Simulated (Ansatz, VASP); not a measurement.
**NaCl in VASP and in Ansatz**

```
Na Cl
1.0
     0.00000    2.81000    2.81000
     2.81000    0.00000    2.81000
     2.81000    2.81000    0.00000
Na Cl
1 1
Cartesian
  0.0000 0.0000 0.0000
  2.8100 2.8100 2.8100
```

Alike in both runs: task single point; functional HSE06; k mesh 6 × 6 × 6; occupations gaussian, width 0.1 eV; no spin polarisation.

|  | VASP | Ansatz |
| --- | --- | --- |
| version | VASP 6.6.1 | Ansatz 0.2.0 |
| potentials or method | VASP PAW PBE potentials, release 64 (Na_pv, Cl), cutoff 520 eV | scalar-relativistic, plane waves, PAW |
| valence electrons in the cell | 14 | 16 |

Ansatz gave:

- gap on the k mesh at the Fermi level (eV): 6.53
- least direct gap on the mesh (eV): 6.53
- pressure (GPa): 0.5

Which values does VASP return?

gap on the k mesh at the Fermi level (eV): 6.52; least direct gap on the mesh (eV): 6.52; pressure (GPa): 0.5.

VASP's potentials hold 14 valence electrons a cell and Ansatz's 16, so a difference there can come from the potentials and not from the codes. Ansatz's warnings: stress exchange threshold loose, stress scf threshold loose.
